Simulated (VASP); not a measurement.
# AlNi in VASP: single point with PBE

Aim: the single point of AlNi with PBE.

All numbers are computed with VASP 6.6.1; they aren't measurements. Logs are shortened: lines on timing, memory, paths and dates and some standing lists are left out, and cuts for length are marked.

## 1. The cell of the first run

The typed cell holds 16 atoms: a = 6.240 Å, b = 6.424 Å, c = 6.424 Å, α = 77.26°, β = 61.26°, γ = 61.26°.

## 2. Single point, PBE

File INCAR:

```
SYSTEM = AlNi
PREC = Accurate
ENCUT = 520
EDIFF = 1E-6
ISMEAR = 0
SIGMA = 0.1
LREAL = Auto
LASPH = .TRUE.
NELM = 80
ALGO = Fast
ISIF = 2
LWAVE = .FALSE.
LCHARG = .FALSE.
GGA = PE
ISYM = 0
NBANDS = 66
```

File KPOINTS:

```
Automatic mesh
0
Gamma
  3 2 2
  0 0.5 0.5
```

File POSCAR:

```
AlNi
1.0
    6.2395938697     -0.0163222606      0.0162396556
    3.1035572793     -0.0471487061     -5.6243184389
    3.1034746743      5.6242469804      0.0471074037
Al Ni
8 8
Direct
    0.0046038393      0.5289742669      0.5075837738
    0.1996954741      1.0129457547      0.5123815970
    0.5080686647      0.4513044604      0.5016785267
    1.0045864696      1.0081303052      1.0284629259
    0.2659044360      0.4987415886      0.9982747883
    0.5080617214      0.0021632387      0.9508522561
    0.7518985006      0.4930105271     -0.0075273987
    0.7158343722      0.7681871468      0.2676719420
    0.7722955705      0.9903244080      0.4898049899
    0.2913904702      0.7454748304      0.2449526992
    0.4831298600      0.2275951844      0.2476543870
    0.2329890347      0.2429263067      0.7423805789
    0.4831425236      0.7481734393      0.7270669188
    0.0105936731      0.2785666630      0.2490875383
    0.7509287400      0.2578741920      0.7573650879
    1.0105896945      0.7496079674      0.7780525223
```

Potentials or basis: VASP PAW PBE potentials, release 64 (Al, Ni).

The run is started by

```bash
$ cat potpaw_PBE.64/Al/POTCAR potpaw_PBE.64/Ni/POTCAR > POTCAR
$ mpirun -np 1 vasp_std > vasp.out
```

OUTCAR:

```text
SYSTEM = AlNi
   PREC = Accurate
   ENCUT = 520
   EDIFF = 1E-6
   ISMEAR = 0
   LREAL = Auto
   LASPH = .TRUE.
   NELM = 80
   ISIF = 2
   GGA = PE
   ISYM = 0

 ion  position               nearest neighbor table
   1  0.005  0.529  0.508-  12 2.45  16 2.50  14 2.53  10 2.54  11 2.55  13 2.57   9 2.60   8 2.64
                            15 2.66   7 2.75   5 2.87   3 2.92   2 2.93
   2  0.200  0.013  0.512-  15 2.33  10 2.38  14 2.42  16 2.42  12 2.44  11 2.52  13 2.52   8 2.58
                             9 2.81   1 2.93   4 2.93   6 3.17   3 3.17
   3  0.508  0.451  0.502-  12 2.42  15 2.49  11 2.50  14 2.50  10 2.54  13 2.54   9 2.60  16 2.63
                             8 2.72   5 2.81   7 2.88   1 2.92   2 3.17
   4  0.005  0.008  0.028-  12 2.45  14 2.50  16 2.53  10 2.54  13 2.55  11 2.57   9 2.60   8 2.64
                            15 2.66   7 2.75   5 2.87   6 2.92   2 2.93
   5  0.266  0.499  0.998-  14 2.41  16 2.41  15 2.45  11 2.45  13 2.45  10 2.58  12 2.70   8 2.77
                             6 2.81   3 2.81   1 2.87   4 2.87   7 3.00   7 3.24
   6  0.508  0.002  0.951-  12 2.42  15 2.49  13 2.50  16 2.50  10 2.54  11 2.54   9 2.60  14 2.63
                             8 2.72   5 2.81   7 2.88   4 2.92   2 3.17
   7  0.752  0.493  0.992-  15 2.36  10 2.39  12 2.46  16 2.58  14 2.58   8 2.63  13 2.70  11 2.70
                             4 2.75   1 2.75   6 2.88   3 2.88   5 3.00   5 3.24
   8  0.716  0.768  0.268-   9 2.46   2 2.58  13 2.59  11 2.59   7 2.63   1 2.64   4 2.64   6 2.72
                             3 2.72   5 2.77  16 2.77  14 2.77  10 2.79
   9  0.772  0.990  0.490-   8 2.46  10 2.59   4 2.60   1 2.60   3 2.60   6 2.60  15 2.61  13 2.65
                            11 2.65  16 2.68  14 2.68  12 2.69   2 2.81
  10  0.291  0.745  0.245-   2 2.38   7 2.39   6 2.54   3 2.54   1 2.54   4 2.54   5 2.58   9 2.59
                             8 2.79  11 2.94  13 2.94  14 3.00  16 3.00
  11  0.483  0.228  0.248-   5 2.45   3 2.50   2 2.52   6 2.54   1 2.55   4 2.57   8 2.59   9 2.65
                             7 2.70  15 2.78  12 2.79  14 2.80  10 2.94
  12  0.233  0.243  0.742-   3 2.42   6 2.42   2 2.44   1 2.45   4 2.45   7 2.46   9 2.69   5 2.70
                            11 2.79  13 2.79  16 2.87  14 2.87  15 2.92
  13  0.483  0.748  0.727-   5 2.45   6 2.50   2 2.52   3 2.54   4 2.55   1 2.57   8 2.59   9 2.65
                             7 2.70  15 2.78  12 2.79  16 2.80  10 2.94
  14  0.011  0.279  0.249-   5 2.41   2 2.42   4 2.50   3 2.50   1 2.53   7 2.58   6 2.63   9 2.68
                             8 2.77  11 2.80  15 2.87  12 2.87  10 3.00
  15  0.751  0.258  0.757-   2 2.33   7 2.36   5 2.45   3 2.49   6 2.49   9 2.61   4 2.66   1 2.66
                            11 2.78  13 2.78  16 2.87  14 2.87  12 2.92
  16  0.011  0.750  0.778-   5 2.41   2 2.42   1 2.50   6 2.50   4 2.53   7 2.58   3 2.63   9 2.68
                             8 2.77  13 2.80  15 2.87  12 2.87  10 3.00

IMPORTANT INFORMATION: All symmetrisations will be switched off!
NOSYMM: (Re-)initialisation of all symmetry stuff for point group C_1.

----------------------------------------------------------------------------------------

                                     Primitive cell

  volume of cell :     197.9336

  direct lattice vectors                    reciprocal lattice vectors
     6.239593870 -0.016322261  0.016239656     0.159802776 -0.088924429  0.088926284
     3.103557279 -0.047148706 -5.624318439     0.000465332  0.001230371 -0.177552861
     3.103474674  5.624246980  0.047107404     0.000467668  0.177553825 -0.001230371

  length of vectors
     6.239636352  6.423958958  6.423856183     0.203352810  0.177557733  0.177558704

  position of ions in fractional coordinates (direct lattice)
     0.004603839  0.528974267  0.507583774
     0.199695474  0.012945755  0.512381597
     0.508068665  0.451304460  0.501678527
     0.004586470  0.008130305  0.028462926
     0.265904436  0.498741589  0.998274788
     0.508061721  0.002163239  0.950852256
[... 8 lines left out ...]
     0.750928740  0.257874192  0.757365088
     0.010589694  0.749607967  0.778052522

  ion indices of the primitive-cell ions
   primitive index   ion index
                 1           1
                 2           2
                 3           3
                 4           4
                 5           5
                 6           6
[... 8 lines left out ...]
                15          15
                16          16

----------------------------------------------------------------------------------------

 KPOINTS: Automatic mesh

Automatic generation of k-mesh.
 Grid dimensions read from file:
 generate k-points for:    3    2    2

 Generating k-lattice:

  Cartesian coordinates                     Fractional coordinates (reciprocal lattice)
     0.053267592 -0.029641476  0.029642095     0.333333333  0.000000000 -0.000000000
     0.000232666  0.000615185 -0.088776430    -0.000000000  0.500000000  0.000000000
     0.000233834  0.088776912 -0.000615185     0.000000000 -0.000000000  0.500000000

  Length of vectors
     0.067784270  0.088778867  0.088779352

  Shift w.r.t. Gamma in fractional coordinates (k-lattice)
     0.000000000  0.500000000  0.500000000

 Subroutine IBZKPT returns following result:
 ===========================================

 Found      6 irreducible k-points:

 Following reciprocal coordinates:
            Coordinates               Weight
 -0.000000  0.250000  0.250000      2.000000
  0.333333  0.250000  0.250000      2.000000
 -0.333333  0.250000  0.250000      2.000000
 -0.000000 -0.250000  0.250000      2.000000
  0.333333 -0.250000  0.250000      2.000000
 -0.333333 -0.250000  0.250000      2.000000
   k-points           NKPTS =      6   k-points in BZ     NKDIM =      6   number of bands    NBANDS=     66
   number of dos      NEDOS =    301   number of ions     NIONS =     16
   total plane-waves  NPLWV = 110592
   dimension x,y,z NGX =    48 NGY =   48 NGZ =   48
   dimension x,y,z NGXF=    96 NGYF=   96 NGZF=   96
   ions per type =               8   8
   NGX,Y,Z   is equivalent  to a cutoff of  12.79, 12.42, 12.42 a.u.
   NGXF,Y,Z  is equivalent  to a cutoff of  25.58, 24.84, 24.84 a.u.
 SYSTEM =  AlNi
   PREC   = accura    normal or accurate (medium, high low for compatibility)
   ISTART =      0    job   : 0-new  1-cont  2-samecut
   ICHARG =      2    charge: 1-file 2-atom 10-const
   ISPIN  =      1    spin polarized calculation?
   LNONCOLLINEAR =      F non collinear calculations
   LSORBIT =      F    spin-orbit coupling
   LASPH  =      T    aspherical Exc in radial PAW
   ENCUT  =  520.0 eV  38.22 Ry    6.18 a.u.  11.60 11.94 11.94*2*pi/ulx,y,z
   NELM   =     80;   NELMIN=  2; NELMDL= -5     # of ELM steps
   EDIFF  = 0.1E-05   stopping-criterion for ELM
   LREAL  =      T    real-space projection
   EDIFFG = 0.1E-04   stopping-criterion for IOM
   NSW    =      0    number of steps for IOM
   IBRION =     -1    ionic relax: 0-MD 1-quasi-New 2-CG
   NFREE  =      0    steps in history (QN), initial steepest desc. (CG)
   ISIF   =      2    stress and relaxation
   ISYM   =      0    0-nonsym 1-usesym 2-fastsym
   POTIM  = 0.5000    time-step for ionic-motion
   TEBEG  =    0.0;   TEEND  =   0.0 temperature during run
   PSTRESS=    0.0 pullay stress
   NELECT =     104.0000    total number of electrons
   NUPDOWN=      -1.0000    fix difference up-down
   EMIN   =  10.00;   EMAX   =-10.00  energy-range for DOS
   EFERMI =   0.00;   METHOD = LEGACY
   ISMEAR =     0;   SIGMA  =   0.10  broadening in eV -4-tet -1-fermi 0-gaus
   EFERMI_NEDOS =   21; number of points for ismear=-14 and -15
   IALGO  =     68    algorithm
   IMIX   =      4    mixing-type and parameters
     AMIX     =   0.40;   BMIX     =  1.00
     AMIX_MAG =   1.60;   BMIX_MAG =  1.00
  volume/ion in A,a.u.               =      12.37        83.48
  Fermi-wavevector in a.u.,A,eV,Ry     =   1.321030  2.496385 23.743814  1.745121
  Thomas-Fermi vector in A             =   2.450814
   LORBIT       =      0    0 simple, 1 ext, 2 COOP (PROOUT), +10 PAW based schemes
   GGA     = PE    functional components
   LHFCALC =     F    Hartree Fock is set to
   AEXX    =    0.0000 exact exchange contribution
   IVDW    =     0    specifies the selected vdW correction
   LEPSILON=     F    determine dielectric tensor
   LRPA    =     F    only Hartree local field effects (RPA)
 non-spin polarized calculation
 RMM-DIIS sequential band-by-band and
 Gauss-broadening in eV      SIGMA  =   0.10
  energy-cutoff  :      520.00
  volume of cell :      197.93
 maximum number of plane-waves:      5359
 NGX is ok and might be reduce to    48
   NGX = 23   NGY = 23   NGZ = 23

 number of electron     104.0000008 magnetization

 Free energy of the ion-electron system (eV)
  ---------------------------------------------------
  ext. energy  EPLUGINS =         0.00000000
  ---------------------------------------------------
  free energy    TOTEN  =       -82.50001386 eV

  energy without entropy =      -82.47731866  energy(sigma->0) =      -82.48866626

 E-fermi :   9.5065     XC(G=0): -11.8800

 val. band max:        9.4480608008   @ k =   0.3333   0.2500   0.2500
 cond. band min:       9.5818194949   @ k =  -0.0000  -0.2500   0.2500
 fundamental gap:      0.1337586941
 Fermi energy:         9.5064741923

 k-point     1 :      -0.0000    0.2500    0.2500
  band No.  band energies     occupation
      1      -0.7919      2.00000
      2       1.3783      2.00000
      3       1.5332      2.00000
      4       2.5369      2.00000
      5       3.1502      2.00000
      6       3.5349      2.00000
[... 56 lines left out ...]
     63      13.4334      0.00000
     64      13.8608      0.00000

 k-point     2 :       0.3333    0.2500    0.2500
  band No.  band energies     occupation
      1      -0.8886      2.00000
      2       1.7408      2.00000
      3       2.4405      2.00000
      4       2.5450      2.00000
      5       2.7634      2.00000
      6       2.7999      2.00000
[... 257 lines left out ...]
     63      13.3097      0.00000
     64      13.8846      0.00000

 k-point     6 :      -0.3333   -0.2500    0.2500
  band No.  band energies     occupation
      1      -0.1605      2.00000
      2       0.6437      2.00000
      3       1.1691      2.00000
      4       1.8953      2.00000
      5       3.4136      2.00000
      6       3.8651      2.00000
[... 56 lines left out ...]
     63      13.3099      0.00000
     64      13.8847      0.00000
 [bands above 64 left out]

------------------------ aborting loop because EDIFF is reached ----------------------------------------

  FORCE on cell =-STRESS in cart. coord.  units (eV):
  Direction    XX          YY          ZZ          XY          YZ          ZX
  --------------------------------------------------------------------------------------
  -------------------------------------------------------------------------------------
  Total        0.3220814      0.0208135      0.0184780     -0.0023348      0.0234573      0.0051053
  in kB        2.6070947      0.1684757      0.1495708     -0.0188990      0.1898753      0.0413251
  external PRESSURE =       0.9750471 kB  Pullay stress =       0.0000000 kB

 VOLUME and BASIS-vectors are now :
 -----------------------------------------------------------------------------
  energy-cutoff  :      520.00
  volume of cell :      197.93
      direct lattice vectors                 reciprocal lattice vectors
     6.239593870 -0.016322261  0.016239656     0.159802776 -0.088924429  0.088926284
     3.103557279 -0.047148706 -5.624318439     0.000465332  0.001230371 -0.177552861
     3.103474674  5.624246980  0.047107404     0.000467668  0.177553825 -0.001230371

 POSITION                                       TOTAL-FORCE (eV/Angst)
 -----------------------------------------------------------------------------------
      3.24570      2.82976     -2.95113         0.001511      0.005355      0.000639
      2.87636      2.87789     -0.04543        -0.011999      0.006648     -0.004880
      6.12774      2.79199     -2.50640         0.001440      0.006144      0.000355
      0.14218      0.15962     -0.04431         0.001019     -0.000330     -0.003118
      6.30513      5.58669     -2.75374        -0.002235     -0.005337      0.001339
      6.12776      5.33943      0.04088        -0.000273     -0.003581     -0.007846
[... 8 lines left out ...]
      7.83628      4.23519     -1.40249        -0.003919      0.001277     -0.000786
      4.80719      4.34044     -4.17921        -0.002873      0.006283      0.006831
 -----------------------------------------------------------------------------------
    total drift:                               -0.002355     -0.002212      0.006401

  FREE ENERGIE OF THE ION-ELECTRON SYSTEM (eV)
  ---------------------------------------------------
  free  energy   TOTEN  =       -82.5000138567 eV

  energy  without entropy=      -82.4773186557  energy(sigma->0) =      -82.48866626
```

It took 1.9 min on 1 thread of Intel Xeon Platinum 8488C (Sapphire Rapids), shared host; peak memory 0.34 GiB.

What came out:

- Free energy: -82.5000 eV
- Pressure: 0.1 GPa
- Largest force: 0.015 eV/Å
- Band gap on the k mesh: zero (bands 52 and 53 overlap by 0.91 eV)

Forces on the atoms (eV/Å):
```
Al   0.002  0.005  0.001
Al  -0.012  0.007 -0.005
Al   0.001  0.006  0.000
Al   0.001  0.000 -0.003
Al  -0.002 -0.005  0.001
Al   0.000 -0.004 -0.008
Al  -0.007 -0.001  0.001
Al   0.006  0.004 -0.003
Ni   0.010 -0.002  0.002
Ni   0.004 -0.004  0.005
Ni   0.002 -0.010  0.005
Ni   0.006  0.008 -0.006
Ni   0.001 -0.004  0.010
Ni  -0.004 -0.007 -0.007
Ni  -0.004  0.001 -0.001
Ni  -0.003  0.006  0.007
```

Caveat: the k points lie up to 0.53 Å⁻¹ apart, too coarse for converged energies and pressures of a metal. Spin polarisation is off, so any magnetic state and its effect on volume and gap are missing.

The gap in the log of VASP goes by the Fermi energy; the results here count the filled bands.